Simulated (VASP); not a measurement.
Input of a VASP 6.6.1 run:

INCAR

```
SYSTEM = SiMo6
PREC = Accurate
ENCUT = 520
EDIFF = 1E-7
ISMEAR = 0
SIGMA = 0.1
LREAL = .FALSE.
LASPH = .TRUE.
NELM = 100
ALGO = Normal
ISIF = 2
LWAVE = .FALSE.
LCHARG = .FALSE.
LDIPOL = .TRUE.
IDIPOL = 3
DIPOL = 0.5 0.5 0.339
GGA = PS
NBANDS = 53
```

KPOINTS

```
regular mesh
0
G
  6 6 1
  0 0 0
```

File POSCAR:

```
SiMo6
1.0
    4.4256825773      0.0000000000      0.0000000000
   -2.2128412886      3.8327535410      0.0000000000
    0.0000000000      0.0000000000     19.7247696212
Mo Si
6 1
Direct
    0.6666666667      0.3333333333      0.2027907082
    0.3333333333      0.6666666667      0.2485904154
    0.0000000000      0.0000000000      0.2943901226
    0.6666666667      0.3333333333      0.3368101106
    0.3333333333      0.6666666667      0.3772266206
    0.0000000000      0.0000000000      0.4169767140
    0.2222222222      0.6666666667      0.4941190787
```

Potentials or basis: VASP PAW PBE potentials, release 64 (Mo_sv, Si).

Command:

```bash
$ cat potpaw_PBE.64/Mo_sv/POTCAR potpaw_PBE.64/Si/POTCAR > POTCAR
$ mpirun -np 1 vasp_std > vasp.out
```

Task: Predict the largest force.

Result: 2.049 eV/Å.

Task: What does it give for the band gap on the k mesh?

Result: Zero (bands 44 and 45 overlap by 0.06 eV).

Forces in eV/Å, atoms in the order of the input:
```
Mo  -0.007  0.041  2.049
Mo  -0.060 -0.016 -1.009
Mo   0.150 -0.067 -1.420
Mo  -0.283 -0.018 -1.488
Mo   0.580 -0.062  0.304
Mo  -0.159  0.441  1.519
Si  -0.222 -0.319  0.045
```

Caveat: the PAW data sets were made with another functional, which shifts forces and pressure a little.
